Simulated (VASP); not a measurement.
**Ga: single point with PBE**

Ga:

```xyz
2
Lattice="2.9874 0.0000 0.0000 -1.4937 2.5872 0.0000 0.0000 0.0000 4.9256" Properties=species:S:1:pos:R:3 pbc="T T T"
Ga    0.0000    1.7248    1.2314
Ga    1.4937    0.8624    3.6942
```

This isn't the form of Ga at room conditions, which is orthorhombic.

* Program: VASP 6.6.1
* Task: single point
* Functional: PBE
* Potentials or basis: VASP PAW PBE potentials, release 64 (Ga_d)
* Cutoff: 520 eV
* k mesh: 16 × 16 × 9
* Occupations: fermi-dirac, width 0.05 eV
* Spin: no spin polarisation
* Dipole correction: no
* Further INCAR settings: ALGO = Normal; EDIFF = 1e-06; NBANDS = 20

```yaml
Pressure: 0.1 GPa
Band_gap_on_the_k_mesh: zero (bands 13 and 14 overlap by 6.04 eV)
```

Levels at points of the mesh, in eV from the Fermi level:
```
           k point  band 11  band 12  band 13  band 14  band 15  band 16
(0.00, 0.00, 0.00)   -11.00    -5.09    -3.98     9.74     9.74    11.65
(0.50, 0.00, 0.00)    -5.57    -4.79     0.28     0.51     1.03     3.11
```

Run time: 96 s on 1 thread of Intel Xeon 8259CL, with other jobs on the host, peak memory 0.22 GiB.
